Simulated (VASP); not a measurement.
# Al7Ni8 (a cell with a defect) in VASP: relaxation of the atoms with PBE

Aim: the relaxation of the atoms of Al7Ni8 (a cell with a defect) with PBE.

Everything below comes from runs of VASP 6.6.1. Logs are shortened: lines on timing, memory, paths and dates and some standing lists are left out, and cuts for length are marked.

### 1 The cell of the first run

The cell holds a defect, 15 atoms: a = 5.784 Å, b = 5.784 Å, c = 5.784 Å, α = 90.00°, β = 90.00°, γ = 90.00°.

### 2 Relaxation of the atoms, PBE

Contents of INCAR:

```
SYSTEM = Al7Ni8
ALGO = Normal ; EDIFF = 1E-6
EDIFFG = -0.02 ; ENCUT = 520
GGA = PE ; IBRION = 2
ISIF = 2 ; ISMEAR = 1
KPAR = 4 ; LASPH = .TRUE.
LCHARG = .FALSE. ; LREAL = Auto
LWAVE = .FALSE. ; NELM = 80
NSW = 90 ; PREC = Accurate
SIGMA = 0.1
```

Contents of KPOINTS:

```
k-points
0
G
  3 3 3
  0 0 0
```

Contents of POSCAR:

```
Al7Ni8
1.0
    5.7836525300      0.0000000000      0.0000000000
    0.0000000000      5.7836525300      0.0000000000
    0.0000000000      0.0000000000      5.7836525300
Ni Al
8 7
Direct
    0.0010381600      0.0008611500      0.0004248500
    0.0000000000      0.0000000000      0.5000000000
    0.0007311000      0.4991983500      0.0001257800
    0.0000000000      0.5000000000      0.5000000000
    0.4990229000      0.0009145300      0.0004934400
    0.5000000000      0.0000000000      0.5000000000
    0.4992288100      0.4989788100      0.0002317200
    0.5000000000      0.5000000000      0.5000000000
    0.2500000000      0.2500000000      0.2500000000
    0.2500445400      0.7496612800      0.2493068900
    0.2500801600      0.7500043400      0.7493717400
    0.7501310900      0.2499965500      0.2493391800
    0.7500631500      0.2497901900      0.7493254100
    0.7500052700      0.7499416700      0.2494766900
    0.7499737600      0.7501055000      0.7492475200
```

Potentials or basis: VASP PAW PBE potentials, release 64 (Ni, Al).

The run is started by

```bash
> cat potpaw_PBE.64/Ni/POTCAR potpaw_PBE.64/Al/POTCAR > POTCAR
> mpirun -np 4 vasp_std > vasp.out
```

OUTCAR:

```text
SYSTEM = Al7Ni8
   EDIFF = 1E-6
   EDIFFG = -0.02
   ENCUT = 520
   GGA = PE
   IBRION = 2
   ISIF = 2
   ISMEAR = 1
   LASPH = .TRUE.
   LREAL = Auto
   NELM = 80
   NSW = 90
   PREC = Accurate

 ion  position               nearest neighbor table
   1  0.001  0.001  0.000-   9 2.50  12 2.50  10 2.50  11 2.51  14 2.51  13 2.51  15 2.51   5 2.88
                             3 2.88   2 2.89   2 2.89   3 2.90   5 2.90
   2  0.000  0.000  0.500-  13 2.50  15 2.50  11 2.50   9 2.50  12 2.51  14 2.51  10 2.51   1 2.89
                             6 2.89   4 2.89   4 2.89   6 2.89   1 2.89
   3  0.001  0.499  0.000-   9 2.50  10 2.50  12 2.50  14 2.51  13 2.51  11 2.51  15 2.51   1 2.88
                             7 2.88   4 2.89   4 2.89   7 2.90   1 2.90
   4  0.000  0.500  0.500-  15 2.50  11 2.50  13 2.50   9 2.50  10 2.51  14 2.51  12 2.51   3 2.89
                             8 2.89   2 2.89   2 2.89   8 2.89   3 2.89
   5  0.499  0.001  0.000-   9 2.50  12 2.50  10 2.50  14 2.51  11 2.51  13 2.51  15 2.51   1 2.88
                             7 2.88   6 2.89   6 2.89   7 2.90   1 2.90
   6  0.500  0.000  0.500-  15 2.50  13 2.50  11 2.50   9 2.50  14 2.51  12 2.51  10 2.51   5 2.89
                             8 2.89   2 2.89   8 2.89   2 2.89   5 2.89
   7  0.499  0.499  0.000-   9 2.50  10 2.50  12 2.50  13 2.51  14 2.51  11 2.51  15 2.51   5 2.88
                             3 2.88   8 2.89   8 2.89   3 2.90   5 2.90
   8  0.500  0.500  0.500-  11 2.50  15 2.50  13 2.50   9 2.50  10 2.51  14 2.51  12 2.51   7 2.89
                             4 2.89   6 2.89   6 2.89   4 2.89   7 2.89
   9  0.250  0.250  0.250-   5 2.50   1 2.50   7 2.50   3 2.50   2 2.50   6 2.50   4 2.50   8 2.50
                            10 2.89  12 2.89  12 2.89  10 2.89
  10  0.250  0.750  0.249-   7 2.50   3 2.50   5 2.50   1 2.50   8 2.51   4 2.51   6 2.51   2 2.51
                             9 2.89  11 2.89  14 2.89  14 2.89  11 2.89   9 2.89
  11  0.250  0.750  0.749-   6 2.50   8 2.50   2 2.50   4 2.50   3 2.51   1 2.51   5 2.51   7 2.51
                            15 2.89  10 2.89  10 2.89  15 2.89
  12  0.750  0.250  0.249-   1 2.50   7 2.50   3 2.50   5 2.50   2 2.51   4 2.51   6 2.51   8 2.51
                             9 2.89  14 2.89  13 2.89  13 2.89  14 2.89   9 2.89
  13  0.750  0.250  0.749-   2 2.50   6 2.50   4 2.50   8 2.50   3 2.51   7 2.51   1 2.51   5 2.51
                            15 2.89  12 2.89  12 2.89  15 2.89
  14  0.750  0.750  0.249-   4 2.51   8 2.51   2 2.51   6 2.51   3 2.51   5 2.51   7 2.51   1 2.51
                            15 2.89  12 2.89  10 2.89  10 2.89  12 2.89  15 2.89
  15  0.750  0.750  0.749-   6 2.50   2 2.50   8 2.50   4 2.50   3 2.51   7 2.51   1 2.51   5 2.51
                            13 2.89  14 2.89  11 2.89  11 2.89  14 2.89  13 2.89

  LATTYP: Found a simple cubic cell.
 ALAT       =     5.7836525300

  Lattice vectors:

 A1 = (   5.7836525300,   0.0000000000,   0.0000000000)
 A2 = (   0.0000000000,   5.7836525300,   0.0000000000)
 A3 = (   0.0000000000,   0.0000000000,   5.7836525300)

Analysis of symmetry for initial positions (statically):
=====================================================================
 Subroutine PRICEL returns:
 Original cell was already a primitive cell.

 Routine SETGRP: Setting up the symmetry group for a
 simple cubic supercell.

 Subroutine GETGRP returns: Found  1 space group operations
 (whereof  1 operations were pure point group operations)
 out of a pool of 48 trial point group operations.

The static configuration has the point symmetry C_1 .

Analysis of symmetry for dynamics (positions and initial velocities):
=====================================================================
 Subroutine PRICEL returns:
 Original cell was already a primitive cell.

 Routine SETGRP: Setting up the symmetry group for a
 simple cubic supercell.

 Subroutine GETGRP returns: Found  1 space group operations
 (whereof  1 operations were pure point group operations)
 out of a pool of 48 trial point group operations.

The dynamic configuration has the point symmetry C_1 .

 Subroutine INISYM returns: Found  1 space group operations
 (whereof  1 operations are pure point group operations),
 and found     1 'primitive' translations

----------------------------------------------------------------------------------------

                                     Primitive cell

  volume of cell :     193.4669

  direct lattice vectors                    reciprocal lattice vectors
     5.783652530  0.000000000  0.000000000     0.172901120  0.000000000  0.000000000
     0.000000000  5.783652530  0.000000000     0.000000000  0.172901120  0.000000000
     0.000000000  0.000000000  5.783652530     0.000000000  0.000000000  0.172901120

  length of vectors
     5.783652530  5.783652530  5.783652530     0.172901120  0.172901120  0.172901120

[... 33 lines left out ...]
                15          15

----------------------------------------------------------------------------------------

 KPOINTS: k-points

Automatic generation of k-mesh.
 Grid dimensions read from file:
 generate k-points for:    3    3    3

 Generating k-lattice:

  Cartesian coordinates                     Fractional coordinates (reciprocal lattice)
     0.057633707  0.000000000  0.000000000     0.333333333  0.000000000  0.000000000
     0.000000000  0.057633707  0.000000000     0.000000000  0.333333333  0.000000000
     0.000000000  0.000000000  0.057633707     0.000000000  0.000000000  0.333333333

  Length of vectors
     0.057633707  0.057633707  0.057633707

  Shift w.r.t. Gamma in fractional coordinates (k-lattice)
     0.000000000  0.000000000  0.000000000

 Subroutine IBZKPT returns following result:
 ===========================================

 Found     14 irreducible k-points:

 Following reciprocal coordinates:
            Coordinates               Weight
  0.000000  0.000000  0.000000      1.000000
  0.333333  0.000000  0.000000      2.000000
  0.000000  0.333333  0.000000      2.000000
  0.000000  0.000000  0.333333      2.000000
  0.333333  0.333333  0.000000      2.000000
  0.000000  0.333333  0.333333      2.000000
  0.333333  0.000000  0.333333      2.000000
 -0.333333  0.333333  0.000000      2.000000
 -0.333333  0.000000  0.333333      2.000000
  0.000000 -0.333333  0.333333      2.000000
  0.333333  0.333333  0.333333      2.000000
 -0.333333  0.333333  0.333333      2.000000
 -0.333333 -0.333333  0.333333      2.000000
  0.333333 -0.333333  0.333333      2.000000
   k-points           NKPTS =     14   k-points in BZ     NKDIM =     14   number of bands    NBANDS=     60
   number of dos      NEDOS =    301   number of ions     NIONS =     15
   total plane-waves  NPLWV = 110592
   dimension x,y,z NGX =    48 NGY =   48 NGZ =   48
   dimension x,y,z NGXF=    96 NGYF=   96 NGZF=   96
   ions per type =               8   7
   NGX,Y,Z   is equivalent  to a cutoff of  13.80, 13.80, 13.80 a.u.
   NGXF,Y,Z  is equivalent  to a cutoff of  27.59, 27.59, 27.59 a.u.
 SYSTEM =  Al7Ni8
   PREC   = accura    normal or accurate (medium, high low for compatibility)
   ISTART =      0    job   : 0-new  1-cont  2-samecut
   ICHARG =      2    charge: 1-file 2-atom 10-const
   ISPIN  =      1    spin polarized calculation?
   LNONCOLLINEAR =      F non collinear calculations
   LSORBIT =      F    spin-orbit coupling
   LASPH  =      T    aspherical Exc in radial PAW
   ENCUT  =  520.0 eV  38.22 Ry    6.18 a.u.  10.75 10.75 10.75*2*pi/ulx,y,z
   NELM   =     80;   NELMIN=  2; NELMDL= -5     # of ELM steps
   EDIFF  = 0.1E-05   stopping-criterion for ELM
   LREAL  =      T    real-space projection
   EDIFFG = -.2E-01   stopping-criterion for IOM
   NSW    =     90    number of steps for IOM
   IBRION =      2    ionic relax: 0-MD 1-quasi-New 2-CG
   NFREE  =      1    steps in history (QN), initial steepest desc. (CG)
   ISIF   =      2    stress and relaxation
   ISYM   =      2    0-nonsym 1-usesym 2-fastsym
   POTIM  = 0.5000    time-step for ionic-motion
   TEBEG  =    0.0;   TEEND  =   0.0 temperature during run
   PSTRESS=    0.0 pullay stress
   NELECT =     101.0000    total number of electrons
   NUPDOWN=      -1.0000    fix difference up-down
   EMIN   =  10.00;   EMAX   =-10.00  energy-range for DOS
   EFERMI =   0.00;   METHOD = LEGACY
   ISMEAR =     1;   SIGMA  =   0.10  broadening in eV -4-tet -1-fermi 0-gaus
   EFERMI_NEDOS =   21; number of points for ismear=-14 and -15
   IALGO  =     38    algorithm
   IMIX   =      4    mixing-type and parameters
     AMIX     =   0.40;   BMIX     =  1.00
     AMIX_MAG =   1.60;   BMIX_MAG =  1.00
  volume/ion in A,a.u.               =      12.90        87.04
  Fermi-wavevector in a.u.,A,eV,Ry     =   1.318195  2.491028 23.642012  1.737639
  Thomas-Fermi vector in A             =   2.448182
   LORBIT       =      0    0 simple, 1 ext, 2 COOP (PROOUT), +10 PAW based schemes
   GGA     = PE    functional components
   LHFCALC =     F    Hartree Fock is set to
   AEXX    =    0.0000 exact exchange contribution
   IVDW    =     0    specifies the selected vdW correction
   LEPSILON=     F    determine dielectric tensor
   LRPA    =     F    only Hartree local field effects (RPA)
 conjugate gradient relaxation of ions
 non-spin polarized calculation
 Methfessel and Paxton  Order N= 1 SIGMA  =   0.10
  energy-cutoff  :      520.00
  volume of cell :      193.47
 maximum number of plane-waves:      5213
 NGX is ok and might be reduce to    48
   NGX = 21   NGY = 21   NGZ = 21

--------------------------------------- Ionic step        1  -------------------------------------------

 number of electron     101.0000099 magnetization

 Free energy of the ion-electron system (eV)
  ---------------------------------------------------
  ext. energy  EPLUGINS =         0.00000000
  ---------------------------------------------------
  free energy    TOTEN  =       -77.93622681 eV

  energy without entropy =      -77.90588228  energy(sigma->0) =      -77.92611196

------------------------ aborting loop because EDIFF is reached ----------------------------------------

  FORCE on cell =-STRESS in cart. coord.  units (eV):
  Direction    XX          YY          ZZ          XY          YZ          ZX
  --------------------------------------------------------------------------------------
  -------------------------------------------------------------------------------------
  Total       -4.7149936     -4.7146554     -4.6954405     -0.0014345      0.0022637     -0.0032233
  in kB      -39.0467699    -39.0439685    -38.8848425     -0.0118799      0.0187470     -0.0266934
  external PRESSURE =     -38.9918603 kB  Pullay stress =       0.0000000 kB
[... 183 lines left out ...]
--------------------------------------- Ionic step        5  -------------------------------------------

 number of electron     101.0000097 magnetization

 Free energy of the ion-electron system (eV)
  ---------------------------------------------------
  ext. energy  EPLUGINS =         0.00000000
  ---------------------------------------------------
  free energy    TOTEN  =       -77.93775439 eV

  energy without entropy =      -77.90732472  energy(sigma->0) =      -77.92761116

 E-fermi :   8.9242     XC(G=0): -11.6613

 val. band max:        8.9092533877   @ k =   0.0000  -0.3333   0.3333
 cond. band min:       8.9428440067   @ k =   0.0000   0.3333   0.3333
 fundamental gap:      0.0335906190
 Fermi energy:         8.9242396808

 k-point     1 :       0.0000    0.0000    0.0000
  band No.  band energies     occupation
      1      -1.7813      2.00000
      2       2.1092      2.00000
      3       2.1093      2.00000
      4       2.5139      2.00000
      5       2.5139      2.00000
      6       2.5139      2.00000
[... 913 lines left out ...]
  FREE ENERGIE OF THE ION-ELECTRON SYSTEM (eV)
  ---------------------------------------------------
  free  energy   TOTEN  =       -77.9377543851 eV

  energy  without entropy=      -77.9073247237  energy(sigma->0) =      -77.92761116

 reached required accuracy - stopping structural energy minimisation
```

It took 10 min on 4 MPI ranks of Oxide Virtual Turin-like, shared host; peak memory 0.38 GiB.

Results:

```yaml
Free_energy: -77.9378 eV
Energy_gained_by_relaxing: 0.1 meV/atom
Ionic_steps: 5
Pressure_after_relaxing: -4.1 GPa
Largest_force_after_relaxing: 0.011 eV/Å
Band_gap_on_the_k_mesh: zero (an odd number of electrons rules out a gap without spin polarisation)
```

Forces on the atoms (eV/Å):
```
Ni   0.003  0.006 -0.003
Ni   0.005  0.006  0.008
Ni   0.007 -0.006  0.000
Ni   0.006 -0.006  0.007
Ni  -0.004  0.005 -0.004
Ni  -0.005  0.005  0.008
Ni  -0.006 -0.003 -0.001
Ni  -0.006 -0.005  0.008
Al   0.000  0.000 -0.011
Al   0.000  0.001 -0.003
Al   0.000 -0.001 -0.002
Al   0.000  0.000 -0.003
Al   0.000  0.001 -0.002
Al   0.000 -0.001  0.007
Al   0.001 -0.001 -0.011
```

The path:
```csv
step,energy change (eV),largest force (eV/Å),pressure (GPa)
1,0.0000,0.0659,-3.90
2,-0.0010,0.0378,-3.99
3,-0.0014,0.0257,-4.05
4,-0.0014,0.0218,-4.03
5,-0.0015,0.0115,-4.12
```

Final structure:
```xyz
15
Lattice="5.7837 0.0000 0.0000 0.0000 5.7837 0.0000 0.0000 0.0000 5.7837" Properties=species:S:1:pos:R:3 pbc="T T T"
Ni    0.0050    0.0041    5.7789
Ni    0.0029    0.0022    2.8937
Ni    0.0042    2.8873    5.7781
Ni    0.0025    2.8892    2.8942
Ni    2.8872    0.0044    5.7791
Ni    2.8892    0.0024    2.8937
Ni    2.8878    2.8868    5.7783
Ni    2.8895    2.8890    2.8941
Al    1.4459    1.4460    1.4484
Al    1.4461    4.3370    1.4450
Al    1.4462    4.3377    4.3367
Al    4.3380    1.4458    1.4451
Al    4.3379    1.4453    4.3366
Al    4.3378    4.3376    1.4429
Al    4.3377    4.3380    4.3386
```

Levels at points of the mesh, in eV from the Fermi level:
```csv
k point,band 47,band 48,band 49,band 50,band 51,band 52,band 53,band 54,band 55,band 56
"(0.00, 0.00, 0.00)",-0.99,-0.99,-0.96,-0.96,-0.51,-0.51,-0.51,1.56,1.56,1.56
```

Caveat: the k points lie up to 0.36 Å⁻¹ apart, too coarse for converged energies and pressures of a metal.

The gap in the log of VASP goes by the Fermi energy; the results here count the filled bands.